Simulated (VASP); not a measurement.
The system is Al4Cu.

```xyz
5
Lattice="-2.8707 2.8707 2.8707 2.8707 -2.8707 2.8707 2.8707 2.8707 -2.8707" Properties=species:S:1:pos:R:3 pbc="T T T"
Al    1.0036    1.0036    1.0036
Al   -1.8671    1.8671    1.8671
Al    1.8671    1.8671   -1.8671
Al    1.8671   -1.8671    1.8671
Cu    0.0000    0.0000    0.0000
```

The cell was built from a structure type or drawn by symmetry, and may not be a known phase.

| Quantity | Value |
| --- | --- |
| Program | VASP 6.6.1 |
| Task | relaxation of cell and atoms |
| Functional | PBE |
| Potentials or basis | VASP PAW PBE potentials, release 64 (Al, Cu) |
| Cutoff | 600 eV |
| k mesh | 4 × 4 × 4 |
| Occupations | gaussian, width 0.1 eV |
| Spin | no spin polarisation |

At the start: pressure 48.7 GPa; volume 18.93 Å³/atom.

Question: How do energy, volume and symmetry change on relaxing?

Answer: Over 16 steps the energy falls by 2807.0 meV/atom and the volume is 18.45 Å³/atom (-2.5 %); space group I-43m (No. 217, to 0.1 Å) before, Im-3m (No. 229, to 0.1 Å).

Step by step:
| step | energy change (eV) | largest force (eV/Å) | pressure (GPa) | volume (Å³) |
| --- | --- | --- | --- | --- |
| 1 | 0.0000 | 14.5459 | 48.73 | 94.63 |
| 2 | -8.1229 | 0.0325 | -7.97 | 197.39 |
| 3 | -11.3025 | 0.8274 | -8.09 | 137.18 |
| 4 | -11.3608 | 0.9700 | -7.63 | 134.77 |
| 5 | -11.4101 | 1.5156 | -5.65 | 127.64 |
| 6 | -11.4176 | 1.4134 | -5.98 | 128.78 |
| 7 | -12.2953 | 1.5495 | -4.78 | 115.14 |
| 8 | -13.2287 | 1.3734 | 15.24 | 80.07 |
| 9 | -13.3692 | 1.6951 | 3.19 | 91.61 |
| 10 | -13.4150 | 1.6198 | 6.85 | 87.10 |
| 11 | -13.8634 | 0.5690 | 5.83 | 86.55 |
| 12 | -13.9239 | 0.0076 | 5.88 | 86.23 |
| 13 | -14.0263 | 0.0574 | -0.46 | 92.69 |
| 14 | -14.0268 | 0.0539 | 0.15 | 92.10 |
| 15 | -14.0269 | 0.0546 | 0.03 | 92.22 |
| 16 | -14.0351 | 0.0398 | 0.17 | 92.24 |

Final structure:
```
Al Cu
1.0
    -2.84629    2.84629    2.84629
     2.84629   -2.84629    2.84629
     2.84629    2.84629   -2.84629
Al Cu
4 1
Cartesian
  1.4201 1.4201 1.4201
  -1.4262 1.4262 1.4262
  1.4262 1.4262 -1.4262
  1.4262 -1.4262 1.4262
  0.0000 0.0000 0.0000
```

Caveat: the k points lie up to 0.39 Å⁻¹ apart in the final cell; the highest band is partly filled, so the run has too few bands.
